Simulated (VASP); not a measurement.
# Cu (Fm-3m) in VASP: further runs

The runs below take Cu through single point, with r2SCAN.

Program: VASP 6.6.1. These are calculated values, not measurements. Logs are shortened: lines on timing, memory, paths and dates and some standing lists are left out, and cuts for length are marked.

**1. The cell of the first run**

It takes space group Fm-3m (No. 225, cubic). Conventional cell: a = 3.576 Å, b = 3.576 Å, c = 3.576 Å, α = 90.00°, β = 90.00°, γ = 90.00°. Cu (site symmetry m-3m) has 12 Cu at 2.53 Å within 3.3 Å.

**2. Single point, r2SCAN**

POSCAR reads:

```
Cu
1.0
    0.0000000000      1.7881324402      1.7881324402
    1.7881324402      0.0000000000      1.7881324402
    1.7881324402      1.7881324402      0.0000000000
Cu
1
Direct
    0.0000000000      0.0000000000      0.0000000000
```

INCAR.step1 reads:

```
SYSTEM = Cu
ALGO     = Normal         ! electronic algorithm
EDIFF    = 1E-4           ! SCF threshold, eV
ENCUT    = 520            ! plane-wave cutoff, eV
GGA      = PE             ! functional
ISMEAR   = -1             ! smearing method
LASPH    = .TRUE.         ! aspherical terms in the spheres
LCHARG   = .FALSE.        ! write CHGCAR
LREAL    = .FALSE.        ! projectors in reciprocal space
LWAVE    = .TRUE.         ! write WAVECAR
NBANDS   = 12             ! bands
NELM     = 80             ! most SCF steps
PREC     = Accurate       ! precision mode
SIGMA    = 0.03           ! smearing width, eV
```

INCAR.step2 reads:

```
SYSTEM = Cu
ALGO     = Normal         ! electronic algorithm
EDIFF    = 1E-6           ! SCF threshold, eV
ENCUT    = 520            ! plane-wave cutoff, eV
ISIF     = 2              ! what is computed and relaxed
ISMEAR   = -1             ! smearing method
ISTART   = 1            
LASPH    = .TRUE.         ! aspherical terms in the spheres
LCHARG   = .FALSE.        ! write CHGCAR
LMIXTAU  = .TRUE.       
LREAL    = .FALSE.        ! projectors in reciprocal space
LWAVE    = .FALSE.        ! write WAVECAR
METAGGA  = R2SCAN         ! meta-GGA
NBANDS   = 12             ! bands
NELM     = 80             ! most SCF steps
PREC     = Accurate       ! precision mode
SIGMA    = 0.03           ! smearing width, eV
```

KPOINTS reads:

```
k-points
0
G
  15 15 15
  0 0 0
```

Potentials or basis: VASP PAW PBE potentials, release 64 (Cu).

The run is started by

```
$ cat potpaw_PBE.64/Cu/POTCAR > POTCAR
$ cp INCAR.step1 INCAR
$ mpirun -np 1 vasp_std > vasp.out
$ cp INCAR.step2 INCAR
$ mpirun -np 1 vasp_std > vasp.out
```

OUTCAR:

```text
SYSTEM = Cu
   EDIFF = 1E-6
   ENCUT = 520
   ISIF = 2
   ISMEAR = -1
   ISTART = 1
   LASPH = .TRUE.
   LREAL = .FALSE.
   METAGGA = R2SCAN
   NELM = 80
   PREC = Accurate

 ion  position               nearest neighbor table
   1  0.000  0.000  0.000-

  LATTYP: Found a face centered cubic cell.
 ALAT       =     3.5762648804

  Lattice vectors:

 A1 = (   0.0000000000,   1.7881324402,   1.7881324402)
 A2 = (   1.7881324402,   0.0000000000,   1.7881324402)
 A3 = (   1.7881324402,   1.7881324402,   0.0000000000)

Analysis of symmetry for initial positions (statically):
=====================================================================
 Subroutine PRICEL returns:
 Original cell was already a primitive cell.

 Routine SETGRP: Setting up the symmetry group for a
 face centered cubic supercell.

 Subroutine GETGRP returns: Found 48 space group operations
 (whereof 48 operations were pure point group operations)
 out of a pool of 48 trial point group operations.

The static configuration has the point symmetry O_h .

Analysis of symmetry for dynamics (positions and initial velocities):
=====================================================================
 Subroutine PRICEL returns:
 Original cell was already a primitive cell.

 Routine SETGRP: Setting up the symmetry group for a
 face centered cubic supercell.

 Subroutine GETGRP returns: Found 48 space group operations
 (whereof 48 operations were pure point group operations)
 out of a pool of 48 trial point group operations.

The dynamic configuration has the point symmetry O_h .

 Subroutine INISYM returns: Found 48 space group operations
 (whereof 48 operations are pure point group operations),
 and found     1 'primitive' translations

----------------------------------------------------------------------------------------

                                     Primitive cell

  volume of cell :      11.4348

  direct lattice vectors                    reciprocal lattice vectors
     0.000000000  1.788132440  1.788132440    -0.279621346  0.279621346  0.279621346
     1.788132440  0.000000000  1.788132440     0.279621346 -0.279621346  0.279621346
     1.788132440  1.788132440  0.000000000     0.279621346  0.279621346 -0.279621346

  length of vectors
     2.528801148  2.528801148  2.528801148     0.484318378  0.484318378  0.484318378

  position of ions in fractional coordinates (direct lattice)
     0.000000000  0.000000000  0.000000000

  ion indices of the primitive-cell ions
   primitive index   ion index
                 1           1

----------------------------------------------------------------------------------------

 KPOINTS: k-points

Automatic generation of k-mesh.
 Grid dimensions read from file:
 generate k-points for:   15   15   15

 Generating k-lattice:

  Cartesian coordinates                     Fractional coordinates (reciprocal lattice)
    -0.018641423  0.018641423  0.018641423     0.066666667  0.000000000  0.000000000
     0.018641423 -0.018641423  0.018641423     0.000000000  0.066666667  0.000000000
     0.018641423  0.018641423 -0.018641423     0.000000000  0.000000000  0.066666667

  Length of vectors
     0.032287892  0.032287892  0.032287892

  Shift w.r.t. Gamma in fractional coordinates (k-lattice)
     0.000000000  0.000000000  0.000000000

 Subroutine IBZKPT returns following result:
 ===========================================

 Found    120 irreducible k-points:

 Following reciprocal coordinates:
            Coordinates               Weight
  0.000000  0.000000  0.000000      1.000000
  0.066667  0.000000  0.000000      8.000000
  0.133333  0.000000  0.000000      8.000000
  0.200000  0.000000  0.000000      8.000000
  0.266667  0.000000  0.000000      8.000000
  0.333333  0.000000  0.000000      8.000000
[... 16 lines left out ...]
  0.133333  0.133333  0.000000      6.000000
  0.200000  0.133333  0.000000     24.000000
 [... further k-points ...]
   k-points           NKPTS =    120   k-points in BZ     NKDIM =    120   number of bands    NBANDS=     12
   number of dos      NEDOS =    301   number of ions     NIONS =      1
   total plane-waves  NPLWV =   8000
   dimension x,y,z NGX =    20 NGY =   20 NGZ =   20
   dimension x,y,z NGXF=    40 NGYF=   40 NGZF=   40
   ions per type =               1
   NGX,Y,Z   is equivalent  to a cutoff of  13.15, 13.15, 13.15 a.u.
   NGXF,Y,Z  is equivalent  to a cutoff of  26.30, 26.30, 26.30 a.u.
 SYSTEM =  Cu
   PREC   = accura    normal or accurate (medium, high low for compatibility)
   ISTART =      1    job   : 0-new  1-cont  2-samecut
   ICHARG =      0    charge: 1-file 2-atom 10-const
   ISPIN  =      1    spin polarized calculation?
   LNONCOLLINEAR =      F non collinear calculations
   LSORBIT =      F    spin-orbit coupling
   LASPH  =      T    aspherical Exc in radial PAW
   ENCUT  =  520.0 eV  38.22 Ry    6.18 a.u.   4.70  4.70  4.70*2*pi/ulx,y,z
   NELM   =     80;   NELMIN=  2; NELMDL=  0     # of ELM steps
   EDIFF  = 0.1E-05   stopping-criterion for ELM
   LREAL  =      F    real-space projection
   EDIFFG = 0.1E-04   stopping-criterion for IOM
   NSW    =      0    number of steps for IOM
   IBRION =     -1    ionic relax: 0-MD 1-quasi-New 2-CG
   NFREE  =      0    steps in history (QN), initial steepest desc. (CG)
   ISIF   =      2    stress and relaxation
   ISYM   =      2    0-nonsym 1-usesym 2-fastsym
   POTIM  = 0.5000    time-step for ionic-motion
   TEBEG  =    0.0;   TEEND  =   0.0 temperature during run
   PSTRESS=    0.0 pullay stress
   NELECT =      11.0000    total number of electrons
   NUPDOWN=      -1.0000    fix difference up-down
   EMIN   =  10.00;   EMAX   =-10.00  energy-range for DOS
   EFERMI =   0.00;   METHOD = LEGACY
   ISMEAR =    -1;   SIGMA  =   0.03  broadening in eV -4-tet -1-fermi 0-gaus
   EFERMI_NEDOS =   21; number of points for ismear=-14 and -15
   IALGO  =     38    algorithm
   IMIX   =      4    mixing-type and parameters
     AMIX     =   0.40;   BMIX     =  1.00
     AMIX_MAG =   1.60;   BMIX_MAG =  1.00
  volume/ion in A,a.u.               =      11.43        77.17
  Fermi-wavevector in a.u.,A,eV,Ry     =   1.616079  3.053947 35.534510  2.611713
  Thomas-Fermi vector in A             =   2.710724
   LORBIT       =      0    0 simple, 1 ext, 2 COOP (PROOUT), +10 PAW based schemes
   METAGGA = R2SCAN    functional components
   LHFCALC =     F    Hartree Fock is set to
   AEXX    =    0.0000 exact exchange contribution
   IVDW    =     0    specifies the selected vdW correction
   LEPSILON=     F    determine dielectric tensor
   LRPA    =     F    only Hartree local field effects (RPA)
 non-spin polarized calculation
  energy-cutoff  :      520.00
  volume of cell :       11.43
 maximum number of plane-waves:       331
   NGX =  9   NGY =  9   NGZ =  9

 number of electron      11.0000012 magnetization

 Free energy of the ion-electron system (eV)
  ---------------------------------------------------
  ext. energy  EPLUGINS =         0.00000000
  ---------------------------------------------------
  free energy    TOTEN  =       -10.82572038 eV

  energy without entropy =      -10.82468622  energy(sigma->0) =      -10.82520330

 E-fermi :   7.8962     XC(G=0): -13.9665

 val. band max:        7.8850919022   @ k =  -0.4667   0.1333   0.0667
 cond. band min:       8.0091906621   @ k =  -0.3333   0.2000   0.0000
 fundamental gap:      0.1240987599
 Fermi energy:         7.8961989666

 k-point     1 :       0.0000    0.0000    0.0000
  band No.  band energies     occupation
      1      -2.1274      2.00000
      2       4.5501      2.00000
      3       4.5502      2.00000
      4       4.5502      2.00000
      5       5.4075      2.00000
      6       5.4075      2.00000
      7      31.4514      0.00000
      8      34.7443      0.00000
      9      34.7443      0.00000
     10      34.7446      0.00000
     11      37.1569      0.00000
     12      37.1569      0.00000

 k-point     2 :       0.0667    0.0000    0.0000
  band No.  band energies     occupation
      1      -1.9552      2.00000
      2       4.5127      2.00000
      3       4.5825      2.00000
      4       4.5826      2.00000
      5       5.3948      2.00000
      6       5.3948      2.00000
      7      30.5077      0.00000
      8      32.9106      0.00000
      9      34.1945      0.00000
     10      34.1948      0.00000
     11      37.9406      0.00000
     12      37.9407      0.00000

 k-point     3 :       0.1333    0.0000    0.0000
  band No.  band energies     occupation
      1      -1.4476      2.00000
      2       4.4154      2.00000
      3       4.6596      2.00000
      4       4.6597      2.00000
      5       5.3754      2.00000
      6       5.3755      2.00000
      7      27.2903      0.00000
      8      32.2342      0.00000
      9      33.3265      0.00000
     10      33.3267      0.00000
     11      39.1535      0.00000
     12      39.3305      0.00000
[... 286 lines left out ...]
 k-point    23 :       0.1333    0.1333    0.0000
  band No.  band energies     occupation
      1      -1.2243      2.00000
      2       4.2864      2.00000
      3       4.7647      2.00000
      4       4.7647      2.00000
      5       5.1817      2.00000
      6       5.5020      2.00000
      7      29.5247      0.00000
      8      30.1831      0.00000
      9      30.1832      0.00000
     10      31.9348      0.00000
     11      37.3560      0.00000
     12      41.0271      0.00000

 k-point    24 :       0.2000    0.1333    0.0000
  band No.  band energies     occupation
      1      -0.6295      2.00000
      2       4.1558      2.00000
      3       4.8343      2.00000
      4       4.8673      2.00000
      5       5.1452      2.00000
      6       5.5558      2.00000
      7      26.5215      0.00000
      8      29.0528      0.00000
      9      29.8892      0.00000
     10      32.2194      0.00000
     11      35.5522      0.00000
     12      41.1401      0.00000

 [... further k-points ...]
[... 5 lines left out ...]
  --------------------------------------------------------------------------------------
  -------------------------------------------------------------------------------------
  Total        0.0211659      0.0211659      0.0211659      0.0000000      0.0000000      0.0000000
  in kB        2.9656427      2.9656427      2.9656427      0.0000000      0.0000000      0.0000000
  external PRESSURE =       2.9656427 kB  Pullay stress =       0.0000000 kB

 VOLUME and BASIS-vectors are now :
 -----------------------------------------------------------------------------
  energy-cutoff  :      520.00
  volume of cell :       11.43
      direct lattice vectors                 reciprocal lattice vectors
     0.000000000  1.788132440  1.788132440    -0.279621346  0.279621346  0.279621346
     1.788132440  0.000000000  1.788132440     0.279621346 -0.279621346  0.279621346
     1.788132440  1.788132440  0.000000000     0.279621346  0.279621346 -0.279621346

 POSITION                                       TOTAL-FORCE (eV/Angst)
 -----------------------------------------------------------------------------------
      0.00000      0.00000      0.00000         0.000000      0.000000      0.000000
 -----------------------------------------------------------------------------------
    total drift:                                0.000000      0.000000      0.000000

  FREE ENERGIE OF THE ION-ELECTRON SYSTEM (eV)
  ---------------------------------------------------
  free  energy   TOTEN  =       -10.8257203753 eV

  energy  without entropy=      -10.8246862221  energy(sigma->0) =      -10.82520330
```

Wall time 40 s (1 thread of Intel Xeon Platinum 8488C (Sapphire Rapids), shared host); peak memory 0.13 GiB.

Results:

```yaml
Free_energy: -10.8257 eV
Pressure: 0.3 GPa
```

Levels at points of the mesh, in eV from the Fermi level:
```
           k point  band 2  band 3  band 4  band 5  band 6  band 7  band 8  band 9  band 10  band 11
(0.00, 0.00, 0.00)   -3.35   -3.35   -3.35   -2.49   -2.49   23.56   26.85   26.85    26.85    29.26
```

Caveat: the PAW data sets were made with another functional, which shifts forces and pressure a little.

[end of part 1 of 3]
